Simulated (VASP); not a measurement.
# KTaO3 (Pm-3m) in VASP: notebook, part 2 of 2

VASP 6.6.1.

### 3 Single point, r2SCAN (13.09 Å³/atom)

This run uses another cell than the first one, of 13.09 Å³/atom.

Contents of POSCAR:

```
KTaO3
1.0
    4.0296931055      0.0000000000      0.0000000000
    0.0000000000      4.0296931055      0.0000000000
    0.0000000000      0.0000000000      4.0296931055
K Ta O
1 1 3
Direct
    0.5000000000      0.5000000000      0.5000000000
    0.0000000000      0.0000000000      0.0000000000
    0.5000000000      0.0000000000      0.0000000000
    0.0000000000      0.5000000000      0.0000000000
    0.0000000000      0.0000000000      0.5000000000
```

Contents of INCAR.step1:

```
SYSTEM = KTaO3
PREC     = Accurate       ! precision mode
ENCUT    = 520            ! plane-wave cutoff, eV
ISMEAR   = 0              ! smearing method
SIGMA    = 0.02           ! smearing width, eV
LREAL    = .FALSE.        ! projectors in reciprocal space
LASPH    = .TRUE.         ! aspherical terms in the spheres
NELM     = 60             ! most SCF steps
NBANDS   = 27             ! bands
GGA      = PE             ! functional
ALGO     = Normal         ! electronic algorithm
EDIFF    = 1E-4           ! SCF threshold, eV
LWAVE    = .TRUE.         ! write WAVECAR
LCHARG   = .FALSE.        ! write CHGCAR
```

Contents of INCAR.step2:

```
SYSTEM = KTaO3
PREC     = Accurate       ! precision mode
ENCUT    = 520            ! plane-wave cutoff, eV
EDIFF    = 1E-7           ! SCF threshold, eV
ISMEAR   = 0              ! smearing method
SIGMA    = 0.02           ! smearing width, eV
LREAL    = .FALSE.        ! projectors in reciprocal space
LASPH    = .TRUE.         ! aspherical terms in the spheres
NELM     = 60             ! most SCF steps
ALGO     = Normal         ! electronic algorithm
ISIF     = 2              ! what is computed and relaxed
LWAVE    = .FALSE.        ! write WAVECAR
LCHARG   = .FALSE.        ! write CHGCAR
METAGGA  = R2SCAN         ! meta-GGA
LMIXTAU  = .TRUE.       
NBANDS   = 27             ! bands
ISTART   = 1
```

Contents of KPOINTS:

```
Automatic mesh
0
G
  6 6 6
  0 0 0
```

Potentials or basis: VASP PAW PBE potentials, release 64 (K_sv, Ta_pv, O).

Command:

```sh
> cat potpaw_PBE.64/K_sv/POTCAR potpaw_PBE.64/Ta_pv/POTCAR potpaw_PBE.64/O/POTCAR > POTCAR
> cp INCAR.step1 INCAR
> mpirun -np 1 vasp_std > vasp.out
> cp INCAR.step2 INCAR
> mpirun -np 1 vasp_std > vasp.out
```

OUTCAR:

```text
SYSTEM = KTaO3
   PREC = Accurate
   ENCUT = 520
   EDIFF = 1E-7
   ISMEAR = 0
   LREAL = .FALSE.
   LASPH = .TRUE.
   NELM = 60
   ISIF = 2
   METAGGA = R2SCAN
   ISTART = 1

 ion  position               nearest neighbor table
   1  0.500  0.500  0.500-   3 2.85   4 2.85   5 2.85   3 2.85   4 2.85   3 2.85   5 2.85   3 2.85
                             4 2.85   5 2.85   4 2.85   5 2.85   2 3.49   2 3.49   2 3.49   2 3.49
   2  0.000  0.000  0.000-   3 2.01   4 2.01   5 2.01   5 2.01   4 2.01   3 2.01   1 3.49   1 3.49
                             1 3.49   1 3.49   1 3.49   1 3.49   1 3.49   1 3.49
   3  0.500  0.000  0.000-   2 2.01   2 2.01   1 2.85   1 2.85   1 2.85   1 2.85
   4  0.000  0.500  0.000-   2 2.01   2 2.01   1 2.85   1 2.85   1 2.85   1 2.85
   5  0.000  0.000  0.500-   2 2.01   2 2.01   1 2.85   1 2.85   1 2.85   1 2.85

  LATTYP: Found a simple cubic cell.
 ALAT       =     4.0296931055

  Lattice vectors:

 A1 = (   4.0296931055,   0.0000000000,   0.0000000000)
 A2 = (   0.0000000000,   4.0296931055,   0.0000000000)
 A3 = (   0.0000000000,   0.0000000000,   4.0296931055)

Analysis of symmetry for initial positions (statically):
=====================================================================
 Subroutine PRICEL returns:
 Original cell was already a primitive cell.

 Routine SETGRP: Setting up the symmetry group for a
 simple cubic supercell.

 Subroutine GETGRP returns: Found 48 space group operations
 (whereof 48 operations were pure point group operations)
 out of a pool of 48 trial point group operations.

The static configuration has the point symmetry O_h .

Analysis of symmetry for dynamics (positions and initial velocities):
=====================================================================
 Subroutine PRICEL returns:
 Original cell was already a primitive cell.

 Routine SETGRP: Setting up the symmetry group for a
 simple cubic supercell.

 Subroutine GETGRP returns: Found 48 space group operations
 (whereof 48 operations were pure point group operations)
 out of a pool of 48 trial point group operations.

The dynamic configuration has the point symmetry O_h .

 Subroutine INISYM returns: Found 48 space group operations
 (whereof 48 operations are pure point group operations),
 and found     1 'primitive' translations

----------------------------------------------------------------------------------------

                                     Primitive cell

  volume of cell :      65.4359

  direct lattice vectors                    reciprocal lattice vectors
     4.029693105  0.000000000  0.000000000     0.248157856  0.000000000  0.000000000
     0.000000000  4.029693105  0.000000000     0.000000000  0.248157856  0.000000000
     0.000000000  0.000000000  4.029693105     0.000000000  0.000000000  0.248157856

  length of vectors
     4.029693105  4.029693105  4.029693105     0.248157856  0.248157856  0.248157856

  position of ions in fractional coordinates (direct lattice)
     0.500000000  0.500000000  0.500000000
     0.000000000  0.000000000  0.000000000
     0.500000000  0.000000000  0.000000000
     0.000000000  0.500000000  0.000000000
     0.000000000  0.000000000  0.500000000

  ion indices of the primitive-cell ions
   primitive index   ion index
                 1           1
                 2           2
[... 31 lines left out ...]
            Coordinates               Weight
  0.000000  0.000000  0.000000      1.000000
  0.166667  0.000000  0.000000      6.000000
  0.333333  0.000000  0.000000      6.000000
  0.500000  0.000000  0.000000      3.000000
  0.166667  0.166667  0.000000     12.000000
  0.333333  0.166667  0.000000     24.000000
[... 12 lines left out ...]
  0.500000  0.500000  0.333333      6.000000
  0.500000  0.500000  0.500000      1.000000
   k-points           NKPTS =     20   k-points in BZ     NKDIM =     20   number of bands    NBANDS=     27
   number of dos      NEDOS =    301   number of ions     NIONS =      5
   total plane-waves  NPLWV =  27000
   dimension x,y,z NGX =    30 NGY =   30 NGZ =   30
   dimension x,y,z NGXF=    60 NGYF=   60 NGZF=   60
   ions per type =               1   1   3
   NGX,Y,Z   is equivalent  to a cutoff of  12.38, 12.38, 12.38 a.u.
   NGXF,Y,Z  is equivalent  to a cutoff of  24.75, 24.75, 24.75 a.u.
 SYSTEM =  KTaO3
   PREC   = accura    normal or accurate (medium, high low for compatibility)
   ISTART =      1    job   : 0-new  1-cont  2-samecut
   ICHARG =      0    charge: 1-file 2-atom 10-const
   ISPIN  =      1    spin polarized calculation?
   LNONCOLLINEAR =      F non collinear calculations
   LSORBIT =      F    spin-orbit coupling
   LASPH  =      T    aspherical Exc in radial PAW
   ENCUT  =  520.0 eV  38.22 Ry    6.18 a.u.   7.49  7.49  7.49*2*pi/ulx,y,z
   NELM   =     60;   NELMIN=  2; NELMDL=  0     # of ELM steps
   EDIFF  = 0.1E-06   stopping-criterion for ELM
   LREAL  =      F    real-space projection
   EDIFFG = 0.1E-05   stopping-criterion for IOM
   NSW    =      0    number of steps for IOM
   IBRION =     -1    ionic relax: 0-MD 1-quasi-New 2-CG
   NFREE  =      0    steps in history (QN), initial steepest desc. (CG)
   ISIF   =      2    stress and relaxation
   ISYM   =      2    0-nonsym 1-usesym 2-fastsym
   POTIM  = 0.5000    time-step for ionic-motion
   TEBEG  =    0.0;   TEEND  =   0.0 temperature during run
   PSTRESS=    0.0 pullay stress
   NELECT =      38.0000    total number of electrons
   NUPDOWN=      -1.0000    fix difference up-down
   EMIN   =  10.00;   EMAX   =-10.00  energy-range for DOS
   EFERMI =   0.00;   METHOD = LEGACY
   ISMEAR =     0;   SIGMA  =   0.02  broadening in eV -4-tet -1-fermi 0-gaus
   EFERMI_NEDOS =   21; number of points for ismear=-14 and -15
   IALGO  =     38    algorithm
   IMIX   =      4    mixing-type and parameters
     AMIX     =   0.40;   BMIX     =  1.00
     AMIX_MAG =   1.60;   BMIX_MAG =  1.00
  volume/ion in A,a.u.               =      13.09        88.32
  Fermi-wavevector in a.u.,A,eV,Ry     =   1.365832  2.581049 25.381641  1.865498
  Thomas-Fermi vector in A             =   2.492026
   LORBIT       =      0    0 simple, 1 ext, 2 COOP (PROOUT), +10 PAW based schemes
   METAGGA = R2SCAN    functional components
   LHFCALC =     F    Hartree Fock is set to
   AEXX    =    0.0000 exact exchange contribution
   IVDW    =     0    specifies the selected vdW correction
   LEPSILON=     F    determine dielectric tensor
   LRPA    =     F    only Hartree local field effects (RPA)
 non-spin polarized calculation
 Gauss-broadening in eV      SIGMA  =   0.02
  energy-cutoff  :      520.00
  volume of cell :       65.44
 maximum number of plane-waves:      1791
 NGX is ok and might be reduce to    30
   NGX = 15   NGY = 15   NGZ = 15

 number of electron      37.9999980 magnetization

 Free energy of the ion-electron system (eV)
  ---------------------------------------------------
  ext. energy  EPLUGINS =         0.00000000
  ---------------------------------------------------
  free energy    TOTEN  =       -87.13962910 eV

  energy without entropy =      -87.13962910  energy(sigma->0) =      -87.13962910

 E-fermi :   1.4066     XC(G=0): -11.3835

 val. band max:        1.2112493529   @ k =   0.5000   0.5000   0.5000
 cond. band min:       3.7291024150   @ k =   0.0000   0.0000   0.0000
 fundamental gap:      2.5178530620
 Fermi energy:         1.4065539483

 k-point     1 :       0.0000    0.0000    0.0000
  band No.  band energies     occupation
      1     -34.2206      2.00000
      2     -34.2206      2.00000
      3     -34.2206      2.00000
      4     -27.2648      2.00000
      5     -17.2281      2.00000
      6     -16.5672      2.00000
[... 589 lines left out ...]
     26      12.0581      0.00000
     27      12.8804      0.00000

------------------------ aborting loop because EDIFF is reached ----------------------------------------

  FORCE on cell =-STRESS in cart. coord.  units (eV):
  Direction    XX          YY          ZZ          XY          YZ          ZX
  --------------------------------------------------------------------------------------
  -------------------------------------------------------------------------------------
  Total       -2.0458839     -2.0458839     -2.0458839     -0.0000000     -0.0000000      0.0000000
  in kB      -50.0928405    -50.0928405    -50.0928405     -0.0000000     -0.0000000      0.0000000
  external PRESSURE =     -50.0928405 kB  Pullay stress =       0.0000000 kB

 VOLUME and BASIS-vectors are now :
 -----------------------------------------------------------------------------
  energy-cutoff  :      520.00
  volume of cell :       65.44
      direct lattice vectors                 reciprocal lattice vectors
     4.029693105  0.000000000  0.000000000     0.248157856  0.000000000  0.000000000
     0.000000000  4.029693105  0.000000000     0.000000000  0.248157856  0.000000000
     0.000000000  0.000000000  4.029693105     0.000000000  0.000000000  0.248157856

 POSITION                                       TOTAL-FORCE (eV/Angst)
 -----------------------------------------------------------------------------------
      2.01485      2.01485      2.01485         0.000000      0.000000      0.000000
      0.00000      0.00000      0.00000         0.000000      0.000000      0.000000
      2.01485      0.00000      0.00000         0.000000      0.000000      0.000000
      0.00000      2.01485      0.00000         0.000000      0.000000      0.000000
      0.00000      0.00000      2.01485         0.000000      0.000000      0.000000
 -----------------------------------------------------------------------------------
    total drift:                                0.000000     -0.000000      0.000000

  FREE ENERGIE OF THE ION-ELECTRON SYSTEM (eV)
  ---------------------------------------------------
  free  energy   TOTEN  =       -87.1396291020 eV

  energy  without entropy=      -87.1396291020  energy(sigma->0) =      -87.13962910
```

It took 99 s on 1 thread of Intel Xeon Platinum 8488C (Sapphire Rapids), shared host; peak memory 0.19 GiB.

What came out:

- Free energy: -87.1396 eV
- Pressure: -5.0 GPa
- Band gap on the k mesh: 2.52 eV (least direct gap 3.18 eV)

Caveat: the cell stands under tension; the PAW data sets were made with another functional, which shifts forces and pressure a little; spin-orbit coupling is left out, which moves the levels of the heavy elements. A k mesh can miss the band edges.

### 4 Single point, r2SCAN (13.47 Å³/atom)

This run uses another cell than the first one, of 13.47 Å³/atom.

Changes to POSCAR since step 3:

```diff
@@ -2,5 +2,5 @@
 1.0
-    4.0296931055      0.0000000000      0.0000000000
-    0.0000000000      4.0296931055      0.0000000000
-    0.0000000000      0.0000000000      4.0296931055
+    4.0684425317      0.0000000000      0.0000000000
+    0.0000000000      4.0684425317      0.0000000000
+    0.0000000000      0.0000000000      4.0684425317
 K Ta O
```

Contents of INCAR.step1:

```
PREC = Accurate
ENCUT = 520
ISMEAR = 0
SIGMA = 0.02
LREAL = F
LASPH = T
NELM = 60
NBANDS = 27
GGA = PE
ALGO = Normal
EDIFF = 1E-4
LWAVE = T
LCHARG = F
```

Contents of INCAR.step2:

```
PREC = Accurate
ENCUT = 520
EDIFF = 1E-7
ISMEAR = 0
SIGMA = 0.02
LREAL = F
LASPH = T
NELM = 60
ALGO = Normal
ISIF = 2
LWAVE = F
LCHARG = T
METAGGA = R2SCAN
LMIXTAU = T
LELF = T
LVHAR = T
NBANDS = 27
ISTART = 1
```

Contents of KPOINTS:

```
Automatic mesh
0
Gamma
  6 6 6
```

Command:

```sh
> cat potpaw_PBE.64/K_sv/POTCAR potpaw_PBE.64/Ta_pv/POTCAR potpaw_PBE.64/O/POTCAR > POTCAR
> cp INCAR.step1 INCAR
> mpirun -np 1 vasp_std > vasp.out
> cp INCAR.step2 INCAR
> mpirun -np 1 vasp_std > vasp.out
```

Run time: 1.7 min. Hardware: 1 thread of Intel Xeon Platinum 8488C (Sapphire Rapids), shared host; peak memory 0.19 GiB.

Results (log left out):

- Free energy: -87.0520 eV
- Pressure: -10.0 GPa
- Band gap on the k mesh: 2.44 eV (least direct gap 3.11 eV)

Levels at points of the mesh, in eV from the valence-band top:
```
           k point  band 15  band 16  band 17  band 18  band 19  band 20  band 21  band 22  band 23  band 24
(0.00, 0.00, 0.00)    -1.00    -1.00    -0.67    -0.67    -0.67     2.44     2.44     2.44     6.38     6.38
(0.50, 0.00, 0.00)    -2.38    -2.03    -1.40    -0.87    -0.87     2.57     5.02     5.02     6.41     8.26
(0.50, 0.50, 0.00)    -2.62    -1.84    -1.39    -1.39    -0.03     5.05     5.05     6.26     7.33    10.57
(0.50, 0.50, 0.50)    -3.76    -3.76     0.00     0.00     0.00     6.36     6.36     6.36     9.49     9.49
```

Caveat: the cell stands under tension; the PAW data sets were made with another functional, which shifts forces and pressure a little; spin-orbit coupling is left out, which moves the levels of the heavy elements.

### 5 Single point, r2SCAN (13.98 Å³/atom)

This run uses another cell than the first one, of 13.98 Å³/atom.

Changes to POSCAR since step 4:

```diff
@@ -2,5 +2,5 @@
 1.0
-    4.0684425317      0.0000000000      0.0000000000
-    0.0000000000      4.0684425317      0.0000000000
-    0.0000000000      0.0000000000      4.0684425317
+    4.1189873588      0.0000000000      0.0000000000
+    0.0000000000      4.1189873588      0.0000000000
+    0.0000000000      0.0000000000      4.1189873588
 K Ta O
```

Contents of INCAR.step1:

```
PREC = Accurate
ENCUT = 520
ISMEAR = 0
SIGMA = 0.02
LREAL = False
LASPH = True
NELM = 80
NBANDS = 27
GGA = PE
ALGO = Normal
EDIFF = 1E-4
LWAVE = True
LCHARG = False
```

Contents of INCAR.step2:

```
PREC = Accurate
ENCUT = 520
EDIFF = 1E-6
ISMEAR = 0
SIGMA = 0.02
LREAL = False
LASPH = True
NELM = 80
ALGO = Normal
ISIF = 2
LWAVE = False
LCHARG = False
METAGGA = R2SCAN
LMIXTAU = True
NBANDS = 27
ISTART = 1
```

Contents of KPOINTS:

```
regular mesh
0
Gamma
  6 6 6
```

Command:

```sh
> cat potpaw_PBE.64/K_sv/POTCAR potpaw_PBE.64/Ta_pv/POTCAR potpaw_PBE.64/O/POTCAR > POTCAR
> cp INCAR.step1 INCAR
> mpirun -np 1 vasp_std > vasp.out
> cp INCAR.step2 INCAR
> mpirun -np 1 vasp_std > vasp.out
```

It took 81 s on 1 thread of Intel Xeon Platinum 8488C (Sapphire Rapids), shared host; peak memory 0.21 GiB.

Results (log left out):

```yaml
Free_energy: -86.8505 eV
Pressure: -15.6 GPa
Band_gap_on_the_k_mesh: 2.34 eV (least direct gap 3.01 eV)
```

Levels at points of the mesh, in eV from the valence-band top:
```
           k point  band 15  band 16  band 17  band 18  band 19  band 20  band 21  band 22  band 23  band 24
(0.00, 0.00, 0.00)    -0.95    -0.95    -0.67    -0.67    -0.67     2.34     2.34     2.34     5.97     5.97
(0.50, 0.00, 0.00)    -2.30    -1.95    -1.32    -0.86    -0.86     2.46     4.77     4.77     6.00     7.76
(0.50, 0.50, 0.00)    -2.50    -1.88    -1.34    -1.34    -0.03     4.80     4.80     5.94     6.86    10.38
(0.50, 0.50, 0.50)    -3.64    -3.64     0.00     0.00     0.00     6.03     6.03     6.03     9.37     9.37
```

Caveat: the cell stands under tension; the PAW data sets were made with another functional, which shifts forces and pressure a little; spin-orbit coupling is left out, which moves the levels of the heavy elements.

### 6 Summary

| cell | gap on the mesh (eV) | pressure (GPa) |
| --- | --- | --- |
| a = 3.950 Å, 5 atoms | 2.67 | 7.9 |
| a = 4.030 Å, 5 atoms | 2.52 | -5.0 |
| a = 4.068 Å, 5 atoms | 2.44 | -10.0 |
| a = 4.119 Å, 5 atoms | 2.34 | -15.6 |

Alike in all rows: task single point; level r2SCAN; potentials or basis VASP PAW PBE potentials, release 64 (K_sv, Ta_pv, O); no spin polarisation; k mesh 6 × 6 × 6; cutoff (eV) 520; smearing gaussian 0.02 eV.

Caveats: the PAW data sets were made with another functional, which shifts forces and pressure a little; spin-orbit coupling is left out, which moves the levels of the heavy elements; the cell stands under tension (at least some runs); the cell stands under pressure (at least some runs).

Absolute energies hang on the potentials; compare differences alone.
